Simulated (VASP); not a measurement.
Here is a VASP 6.6.1 calculation.

The input INCAR:

```
ALGO = Normal
EDIFF = 1E-7
ENCUT = 520
GGA = PE
ISIF = 2
ISMEAR = 0
ISPIN = 2
LASPH = T
LCHARG = T
LELF = T
LORBIT = 11
LREAL = F
LVHAR = T
LWAVE = F
MAGMOM = 0 0 0 1 1 1
NBANDS = 35
NELM = 150
PREC = Accurate
SIGMA = 0.1
```

Contents of KPOINTS:

```
k-points
0
Gamma
  6 6 4
```

File POSCAR:

```
MgCd2O3
1.0
    5.2487574900      0.0000000000      0.0000000000
   -2.6243787500      4.5455573300      0.0000000000
    0.0000000000      0.0000000000      3.9443814400
Mg Cd O
1 2 3
Direct
    0.0000000000      0.0000000000      0.0000000000
    0.6666666700      0.3333333300      0.0000000000
    0.3333333300      0.6666666700      0.0000000000
    0.5000000000      0.0000000000      0.5000000000
    0.5000000000      0.5000000000      0.5000000000
    0.0000000000      0.5000000000      0.5000000000
```

Potentials or basis: VASP PAW PBE potentials, release 64 (Mg, Cd, O).

Launch:

```console
$ cat potpaw_PBE.64/Mg/POTCAR potpaw_PBE.64/Cd/POTCAR potpaw_PBE.64/O/POTCAR > POTCAR
$ mpirun -np 1 vasp_std > vasp.out
```

(1) Estimate the pressure.

(2) Predict the net moment.

(3) What does it give for the site moments?

## Answers

(1) -4.3 GPa.

(2) -1.91 μB per cell.

(3) Mg -0.07; Cd +0.00; O -0.50 μB.

Caveat: the k points lie up to 0.40 Å⁻¹ apart.
